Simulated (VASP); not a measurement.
A run of VASP 6.6.1:

The input POSCAR:

```
ZrB
1.0
    0.0000000000      2.3250013489      2.3250013489
    2.3250013489      0.0000000000      2.3250013489
    2.3250013489      2.3250013489      0.0000000000
Zr B
1 1
Direct
    0.5000000000      0.5000000000      0.5000000000
    0.0000000000      0.0000000000      0.0000000000
```

INCAR.step1

```
SYSTEM = ZrB
ALGO = Normal ; EDIFF = 1E-5
ENCUT = 550 ; GGA = PE
GGA_COMPAT = .FALSE. ; ISMEAR = 0
LASPH = .TRUE. ; LCHARG = .FALSE.
LREAL = .FALSE. ; LWAVE = .TRUE.
NBANDS = 14 ; NELM = 120
PREC = Accurate ; SIGMA = 0.05
```

The input INCAR.step2:

```
SYSTEM = ZrB
ALGO = Normal ; BPARAM = 11.95
CPARAM = 0.0093 ; EDIFF = 1E-6
ENCUT = 550 ; GGA_COMPAT = .FALSE.
ISIF = 2 ; ISMEAR = 0
ISTART = 1 ; IVDW_NL = 2
LASPH = .TRUE. ; LCHARG = .FALSE.
LMIXTAU = .TRUE. ; LREAL = .FALSE.
LUSE_VDW = .TRUE. ; LWAVE = .FALSE.
METAGGA = R2SCAN ; NBANDS = 14
NELM = 120 ; PREC = Accurate
SIGMA = 0.05
```

Contents of KPOINTS:

```
k-points
0
G
  8 8 8
  0 0 0
```

Potentials or basis: VASP PAW PBE potentials, release 64 (Zr_sv, B).

Run with:

```sh
$ cat potpaw_PBE.64/Zr_sv/POTCAR potpaw_PBE.64/B/POTCAR > POTCAR
$ cp INCAR.step1 INCAR
$ mpirun -np 1 vasp_std > vasp.out
$ cp INCAR.step2 INCAR
$ mpirun -np 1 vasp_std > vasp.out
```

Hardware: 1 thread of Intel(R) Xeon(R) Platinum 8488C (Sapphire Rapids), with other jobs on the host.

Question: Estimate the wall time of this run.

Answer: Wall time 83 s on 1 thread of Intel(R) Xeon(R) Platinum 8488C (Sapphire Rapids) (shared host), peak memory 0.26 GiB. Counts: k points 29.
